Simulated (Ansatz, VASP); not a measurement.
C: VASP beside Ansatz

```
CELL_PARAMETERS angstrom
1.22791 -3.51281 0.00000
1.22791 3.51281 0.00000
0.00000 0.00000 4.25454
ATOMIC_POSITIONS crystal
C 0.00000 0.00000 0.83324
C 0.50000 0.50000 0.66676
C 0.00000 0.00000 0.16676
C 0.50000 0.50000 0.33324
```

Alike in both runs: functional r2SCAN; k mesh 6 × 6 × 6; occupations gaussian, width 0.1 eV; no spin polarisation.

Ansatz relaxed the structure, and its values are those at the end. VASP's run is a single point on that final structure, the one shown.

|  | VASP | Ansatz |
| --- | --- | --- |
| version | VASP 6.6.1 | Ansatz 0.2.0 |
| potentials or method | VASP PAW PBE potentials, release 64 (C), cutoff 520 eV | scalar-relativistic, plane waves, PAW |
| valence electrons in the cell | 16 | 16 |

VASP gave:

```
gap on the k mesh at the Fermi level (eV) : 0.18
least direct gap on the mesh (eV)         : 0.36
pressure (GPa)                            : 0.7
```

Question: Which values does Ansatz return?

Answer: gap on the k mesh at the Fermi level (eV): 0.18; least direct gap on the mesh (eV): 0.36; pressure (GPa): 0.0.

VASP's potentials were made for PBE, not for r2SCAN. The functional is the same, so the differences come from potentials, cutoffs and numerics.

The k mesh is coarse, so the values compare programs but aren't converged.
